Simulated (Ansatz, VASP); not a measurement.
**One calculation of Ta, two programs**

Contents of INCAR:

```
PREC = Accurate ; ENCUT = 600
EDIFF = 1E-7 ; ISMEAR = -1
SIGMA = 0.15 ; LREAL = F
LASPH = T ; NELM = 100
ALGO = Normal ; ISIF = 3
LWAVE = F ; LCHARG = F
GGA = PS ; IBRION = 2
NSW = 80 ; EDIFFG = -0.01
```

File KPOINTS:

```
Automatic mesh
0
Gamma
  11 11 6
```

POSCAR

```
Ta
1.0
    2.9003720000      0.0000000000      0.0000000000
   -1.4501860000      2.5117960000      0.0000000000
    0.0000000000      0.0000000000      5.1662740000
Ta
2
Direct
    0.6666666667      0.3333333333      0.7500000000
    0.3333333333      0.6666666667      0.2500000000
```

Input for Ansatz:

```yaml
crystal:
  lattice:
    - [2.900372, 0.0, 0.0]
    - [-1.450186, 2.511796, 0.0]
    - [0.0, 0.0, 5.166274]
  atoms:
    - { symbol: Ta, position: [0.6666666666666666, 0.3333333333333333, 0.75] }
    - { symbol: Ta, position: [0.3333333333333333, 0.6666666666666666, 0.25] }
kpoints:
  mp_grid:
    grid: [11, 11, 6]
hamiltonian:
  xc: pbesol
  dispersion: none
scf:
  occupations:
    method: fermi_dirac
    width: 0.15
relax:
  cell: {}
```

Alike in both runs: task relaxation of cell and atoms; functional PBEsol; k mesh 11 × 11 × 6; occupations fermi-dirac, width 0.15 eV; no spin polarisation.

```csv
,VASP,Ansatz
version,VASP 6.6.1,Ansatz 0.2.0
potentials or method,"VASP PAW PBE potentials, release 64 (Ta_pv)","plane waves, PAW"
plane-wave cutoff (eV),600,420
valence electrons in the cell,22,26
```

```tsv
	VASP	Ansatz	Ansatz less VASP
relaxed volume (Å³/atom)	18.18	18.16	-0.012
relaxed cell length with the largest relative difference (Å)	5.097	5.096	-0.0015
```

VASP's potentials were made for PBE, not for PBEsol. VASP's potentials hold 22 valence electrons a cell and Ansatz's 26, so a difference there can come from the potentials and not from the codes.

Neither program's run includes spin-orbit coupling.
